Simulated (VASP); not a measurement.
A run of VASP 6.6.1:

INCAR

```
SYSTEM = Ir
PREC     = Accurate       ! precision mode
ENCUT    = 500            ! plane-wave cutoff, eV
EDIFF    = 1E-6           ! SCF threshold, eV
ISMEAR   = -1             ! smearing method
SIGMA    = 0.1            ! smearing width, eV
LREAL    = .False.        ! projectors in reciprocal space
LASPH    = .True.         ! aspherical terms in the spheres
NELM     = 120            ! most SCF steps
ALGO     = Normal         ! electronic algorithm
ISIF     = 2              ! what is computed and relaxed
LWAVE    = .False.        ! write WAVECAR
LCHARG   = .False.        ! write CHGCAR
GGA      = PE             ! functional
NBANDS   = 10             ! bands
GGA_COMPAT= .False.
```

Contents of KPOINTS:

```
regular mesh
0
Gamma
  13 13 13
  0 0 0
```

POSCAR

```
Ir
1.0
    0.0000000000      1.9408081540      1.9408081540
    1.9408081540      0.0000000000      1.9408081540
    1.9408081540      1.9408081540      0.0000000000
Ir
1
Direct
    0.0000000000      0.0000000000      0.0000000000
```

Potentials or basis: VASP PAW PBE potentials, release 64 (Ir).

Command:

```bash
$ cat potpaw_PBE.64/Ir/POTCAR > POTCAR
$ mpirun -np 1 vasp_std > vasp.out
```

Hardware: 1 thread of Intel Xeon 8259CL, on a shared host.

Estimate the wall time of this run.

Wall time 17 s on 1 thread of Intel Xeon 8259CL (shared host), peak memory 0.13 GiB. Counts: scf iterations 11, k points 84.
